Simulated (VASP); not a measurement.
# C (C2/m) in VASP: notebook, part 3 of 3

VASP 6.6.1. Earlier steps stand in the parts before.

**6. Single point, PBE+D3(BJ)**

This run uses another cell than the first one, of 11.16 Å³/atom, 0.989 times its volume.

INCAR

```
  ALGO = Normal
  EDIFF = 1E-7
  ENCUT = 520
  GGA = PE
  ISIF = 2
  ISMEAR = 0
  IVDW = 12
  LASPH = True
  LCHARG = True
  LELF = True
  LREAL = False
  LVHAR = True
  LWAVE = False
  NBANDS = 11
  NELM = 100
  PREC = Accurate
  SIGMA = 0.02
```

KPOINTS

```
k-points
0
Gamma
  12 12 6
```

POSCAR

```
C
1.0
    2.1361629774     -1.2333240065     -0.0089027299
    2.1361629774      1.2333240065     -0.0089027299
   -1.3998604216      0.0000000000      4.2415938420
C
2
Direct
    0.8333446186      0.8333446186      0.0000335836
    0.1666553814      0.1666553814      0.9999664164
```

Potentials or basis: VASP PAW PBE potentials, release 64 (C).

The run is started by

```bash
cat potpaw_PBE.64/C/POTCAR > POTCAR
mpirun -np 1 vasp_std > vasp.out
```

OUTCAR:

```text
EDIFF = 1E-7
   ENCUT = 520
   GGA = PE
   ISIF = 2
   ISMEAR = 0
   IVDW = 12
   LASPH = True
   LREAL = False
   NELM = 100
   PREC = Accurate
 IVDW          = 12

 ion  position               nearest neighbor table
   1  0.833  0.833  0.000-   2 1.42   2 1.42   2 1.42
   2  0.167  0.167  1.000-   1 1.42   1 1.42   1 1.42

  LATTYP: Found a base centered monoclinic cell.
 ALAT       =     4.2723630579
 B/A-ratio  =     0.5773498131
 C/A-ratio  =     1.0454691389
 COS(beta)  =    -0.3173595041

  Lattice vectors:

 A1 = (   2.1361629774,  -1.2333240065,  -0.0089027299)
 A2 = (   2.1361629774,   1.2333240065,  -0.0089027299)
 A3 = (  -1.3998604216,   0.0000000000,   4.2415938420)

Analysis of symmetry for initial positions (statically):
=====================================================================
 Subroutine PRICEL returns:
 Original cell was already a primitive cell.

 Routine SETGRP: Setting up the symmetry group for a
 base centered monoclinic supercell.

 Subroutine GETGRP returns: Found  4 space group operations
 (whereof  4 operations were pure point group operations)
 out of a pool of  4 trial point group operations.

The static configuration has the point symmetry C_2h.

Analysis of symmetry for dynamics (positions and initial velocities):
=====================================================================
 Subroutine PRICEL returns:
 Original cell was already a primitive cell.

 Routine SETGRP: Setting up the symmetry group for a
 base centered monoclinic supercell.

 Subroutine GETGRP returns: Found  4 space group operations
 (whereof  4 operations were pure point group operations)
 out of a pool of  4 trial point group operations.

The dynamic configuration has the point symmetry C_2h.

 Subroutine INISYM returns: Found  4 space group operations
 (whereof  4 operations are pure point group operations),
 and found     1 'primitive' translations

----------------------------------------------------------------------------------------

                                     Primitive cell

  volume of cell :      22.3189

  direct lattice vectors                    reciprocal lattice vectors
     2.136162977 -1.233324006 -0.008902730     0.234386925 -0.405408471  0.077355115
     2.136162977  1.233324006 -0.008902730     0.234386925  0.405408471  0.077355115
    -1.399860422  0.000000000  4.241593842     0.000983915  0.000000000  0.236085156

  length of vectors
     2.466649474  2.466649474  4.466623727     0.474633620  0.474633620  0.236087206

  position of ions in fractional coordinates (direct lattice)
     0.833344619  0.833344619  0.000033584
     0.166655381  0.166655381  0.999966416

  ion indices of the primitive-cell ions
   primitive index   ion index
                 1           1
                 2           2

----------------------------------------------------------------------------------------

 KPOINTS: k-points

Automatic generation of k-mesh.
 Grid dimensions read from file:
 generate k-points for:   12   12    6

 Generating k-lattice:

[... 21 lines left out ...]
  0.250000  0.000000  0.000000      4.000000
  0.333333  0.000000  0.000000      4.000000
  0.416667  0.000000  0.000000      4.000000
[... 16 lines left out ...]
  0.500000  0.166667  0.000000      4.000000
 -0.416667  0.166667 -0.000000      4.000000
 [... further k-points ...]
   k-points           NKPTS =    242   k-points in BZ     NKDIM =    242   number of bands    NBANDS=     11
   number of dos      NEDOS =    301   number of ions     NIONS =      2
   total plane-waves  NPLWV =  11664
   dimension x,y,z NGX =    18 NGY =   18 NGZ =   36
   dimension x,y,z NGXF=    36 NGYF=   36 NGZF=   72
   ions per type =               2
   NGX,Y,Z   is equivalent  to a cutoff of  12.13, 12.13, 13.40 a.u.
   NGXF,Y,Z  is equivalent  to a cutoff of  24.26, 24.26, 26.80 a.u.
 SYSTEM =  unknown system
   PREC   = accura    normal or accurate (medium, high low for compatibility)
   ISTART =      0    job   : 0-new  1-cont  2-samecut
   ICHARG =      2    charge: 1-file 2-atom 10-const
   ISPIN  =      1    spin polarized calculation?
   LNONCOLLINEAR =      F non collinear calculations
   LSORBIT =      F    spin-orbit coupling
   LASPH  =      T    aspherical Exc in radial PAW
   ENCUT  =  520.0 eV  38.22 Ry    6.18 a.u.   4.59  4.59  8.30*2*pi/ulx,y,z
   NELM   =    100;   NELMIN=  2; NELMDL= -5     # of ELM steps
   EDIFF  = 0.1E-06   stopping-criterion for ELM
   LREAL  =      F    real-space projection
   EDIFFG = 0.1E-05   stopping-criterion for IOM
   NSW    =      0    number of steps for IOM
   IBRION =     -1    ionic relax: 0-MD 1-quasi-New 2-CG
   NFREE  =      0    steps in history (QN), initial steepest desc. (CG)
   ISIF   =      2    stress and relaxation
   ISYM   =      2    0-nonsym 1-usesym 2-fastsym
   POTIM  = 0.5000    time-step for ionic-motion
   TEBEG  =    0.0;   TEEND  =   0.0 temperature during run
   PSTRESS=    0.0 pullay stress
   NELECT =       8.0000    total number of electrons
   NUPDOWN=      -1.0000    fix difference up-down
   EMIN   =  10.00;   EMAX   =-10.00  energy-range for DOS
   EFERMI =   0.00;   METHOD = LEGACY
   ISMEAR =     0;   SIGMA  =   0.02  broadening in eV -4-tet -1-fermi 0-gaus
   EFERMI_NEDOS =   21; number of points for ismear=-14 and -15
   IALGO  =     38    algorithm
   IMIX   =      4    mixing-type and parameters
     AMIX     =   0.40;   BMIX     =  1.00
     AMIX_MAG =   1.60;   BMIX_MAG =  1.00
  volume/ion in A,a.u.               =      11.16        75.31
  Fermi-wavevector in a.u.,A,eV,Ry     =   1.162913  2.197587 18.400063  1.352366
  Thomas-Fermi vector in A             =   2.299469
   LORBIT       =      0    0 simple, 1 ext, 2 COOP (PROOUT), +10 PAW based schemes
   GGA     = PE    functional components
   LHFCALC =     F    Hartree Fock is set to
   AEXX    =    0.0000 exact exchange contribution
   IVDW    =    12    specifies the selected vdW correction
   LEPSILON=     F    determine dielectric tensor
   LRPA    =     F    only Hartree local field effects (RPA)
 non-spin polarized calculation
 Gauss-broadening in eV      SIGMA  =   0.02
  energy-cutoff  :      520.00
  volume of cell :       22.32
 maximum number of plane-waves:       617
   NGX =  9   NGY =  9   NGZ = 17

 number of electron       8.0000000 magnetization

 Free energy of the ion-electron system (eV)
  ---------------------------------------------------
  ext. energy  EPLUGINS =         0.00000000
  ---------------------------------------------------
  free energy    TOTEN  =       -18.44793019 eV

  energy without entropy =      -18.44793019  energy(sigma->0) =      -18.44793019

 E-fermi :   2.8369     XC(G=0):  -8.7632

 val. band max:        2.7689229592   @ k =  -0.3333   0.3333   0.0000
 cond. band min:       2.9054766773   @ k =  -0.3333   0.3333   0.5000
 fundamental gap:      0.1365537181
 Fermi energy:         2.8368584166

 k-point     1 :       0.0000    0.0000    0.0000
  band No.  band energies     occupation
      1     -16.6959      2.00000
      2      -4.5151      2.00000
      3      -0.2065      2.00000
      4      -0.2065      2.00000
      5       5.9414      0.00000
      6      11.1423      0.00000
      7      11.1424      0.00000
      8      14.2407      0.00000
      9      15.3249      0.00000
     10      19.8226      0.00000
     11      25.3571      0.00000
[... 309 lines left out ...]
 k-point    24 :      -0.4167    0.1667   -0.0000
  band No.  band energies     occupation
      1     -11.0229      2.00000
      2     -10.0009      2.00000
      3      -5.3908      2.00000
      4       1.1399      2.00000
      5       4.3400      0.00000
      6      12.7964      0.00000
      7      13.9444      0.00000
      8      14.6048      0.00000
      9      16.7899      0.00000
     10      20.8721      0.00000
     11      23.3178      0.00000

 [... further k-points ...]

------------------------ aborting loop because EDIFF is reached ----------------------------------------

 Edisp (eV)   -0.23985

 E8    (eV) :    -0.0670

  FORCE on cell =-STRESS in cart. coord.  units (eV):
  Direction    XX          YY          ZZ          XY          YZ          ZX
  --------------------------------------------------------------------------------------
  -------------------------------------------------------------------------------------
  Total       0.02740     0.02719    -0.24737     0.00000     0.00000    -0.00124
  in kB       1.96660     1.95187   -17.75797     0.00000     0.00000    -0.08907
  external pressure =       -4.61 kB  Pullay stress =        0.00 kB

 VOLUME and BASIS-vectors are now :
 -----------------------------------------------------------------------------
  energy-cutoff  :      520.00
  volume of cell :       22.32
      direct lattice vectors                 reciprocal lattice vectors
     2.136162977 -1.233324006 -0.008902730     0.234386925 -0.405408471  0.077355115
     2.136162977  1.233324006 -0.008902730     0.234386925  0.405408471  0.077355115
    -1.399860422  0.000000000  4.241593842     0.000983915  0.000000000  0.236085156

 POSITION                                       TOTAL-FORCE (eV/Angst)
 -----------------------------------------------------------------------------------
      3.56027      0.00000     -0.01470        -0.000070      0.000000      0.000101
     -0.68781      0.00000      4.23848         0.000070      0.000000     -0.000101
 -----------------------------------------------------------------------------------
    total drift:                               -0.000000     -0.000000     -0.000000

  FREE ENERGIE OF THE ION-ELECTRON SYSTEM (eV)
  ---------------------------------------------------
  free  energy   TOTEN  =       -18.6877810924 eV

  energy  without entropy=      -18.6877810905  energy(sigma->0) =      -18.68778109
```

stdout:

```text
POSCAR found type information on POSCAR C
 POSCAR found :  1 types and       2 ions
 scaLAPACK will be used
 LDA part: xc-table for (Slater+PW92), standard interpolation
 POSCAR, INCAR and KPOINTS ok, starting setup
 FFT: planning ... GRIDC
 FFT: planning ... GRID_SOFT
 FFT: planning ... GRID
 WAVECAR not read
 entering main loop
```

Wall time 20 s (1 thread of Intel Xeon 6975P-C (Granite Rapids), shared host); peak memory 0.17 GiB.

What came out:

```yaml
Free_energy: -18.6878 eV
Pressure: -0.5 GPa
Band_gap_on_the_k_mesh: 0.14 eV, indirect (the least direct gap lies 0.8 meV higher)
Dispersion_energy_per_atom: -0.120 eV
```

Stress tensor (GPa, compression positive):
```
 0.20  0.00 -0.01
 0.00  0.20  0.00
-0.01  0.00 -1.78
```

Caveat: three body term missing.

**7. The runs side by side**

```tsv
task	level	cell	k mesh	cutoff (eV)	gap on the mesh (eV)	pressure (GPa)	relaxed volume (Å³/atom)
single point	PBE	a = 2.466, b = 2.466, c = 4.511 Å, angles 105.8, 105.8, 60.0°, 2 atoms	14 × 14 × 8	520	1.12	0.4	-
relaxation of cell and atoms	PBE	relaxed from a = 2.456, b = 2.456, c = 3.765 Å, angles 108.5, 108.5, 60.0°, 2 atoms	14 × 14 × 8	600	1.05	0.0	10.60
single point	PBE	a = 2.467, b = 2.467, c = 4.467 Å, angles 106.0, 106.0, 60.0°, 2 atoms	12 × 12 × 6	520	0.14	0.3	-
relaxation of cell and atoms	PBE	relaxed from a = 2.466, b = 2.466, c = 4.511 Å, angles 105.8, 105.8, 60.0°, 2 atoms	12 × 12 × 6	600	0.25	0.0	10.28
single point	PBE+D3(BJ)	a = 2.467, b = 2.467, c = 4.467 Å, angles 106.0, 106.0, 60.0°, 2 atoms	12 × 12 × 6	520	0.14	-0.5	-
```

Alike in all rows: potentials or basis VASP PAW PBE potentials, release 64 (C); no spin polarisation; smearing gaussian 0.02 eV.

Caveats: this functional lacks dispersion, which binds the layers, so the pressure and a relaxed spacing across them are unreliable (some runs); the volume moved by over 15 % at a fixed basis, so the end points are rough (some runs); three body term missing (some runs).

Absolute energies hang on the potentials; compare differences alone.
